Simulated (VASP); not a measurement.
A run of VASP 6.6.1:

The input POSCAR:

```
Sn
1.0
   -2.0689875426      2.0689875426      1.6933321804
    2.0689875426     -2.0689875426      1.6933321804
    2.0689875426      2.0689875426     -1.6933321804
Sn
1
Direct
    0.0000000000      0.0000000000      0.0000000000
```

INCAR.step1

```
SYSTEM = Sn
PREC = Accurate
ENCUT = 520
ISMEAR = -1
SIGMA = 0.05
LREAL = .FALSE.
LASPH = .TRUE.
NELM = 60
NBANDS = 13
GGA = PE
ALGO = Normal
EDIFF = 1E-4
LWAVE = .TRUE.
LCHARG = .FALSE.
```

Contents of INCAR.step2:

```
SYSTEM = Sn
PREC = Accurate
ENCUT = 520
EDIFF = 1E-6
ISMEAR = -1
SIGMA = 0.05
LREAL = .FALSE.
LASPH = .TRUE.
NELM = 60
ALGO = Normal
ISIF = 2
LWAVE = .FALSE.
LCHARG = .TRUE.
METAGGA = R2SCAN
LMIXTAU = .TRUE.
LELF = .TRUE.
LVHAR = .TRUE.
NBANDS = 13
ISTART = 1
```

Contents of KPOINTS:

```
Automatic mesh
0
G
  10 10 10
  0 0 0
```

Potentials or basis: VASP PAW PBE potentials, release 64 (Sn_d).

Launch:

```bash
$ cat potpaw_PBE.64/Sn_d/POTCAR > POTCAR
$ cp INCAR.step1 INCAR
$ mpirun -np 1 vasp_std > vasp.out
$ cp INCAR.step2 INCAR
$ mpirun -np 1 vasp_std > vasp.out
```

Hardware: 1 thread of Intel Xeon 8259CL, on a shared host.

Task: How long does it take, and how much memory?

Result: It took 3.6 min on 1 thread of Intel Xeon 8259CL (shared host), peak memory 0.19 GiB. Counts: k points 102.
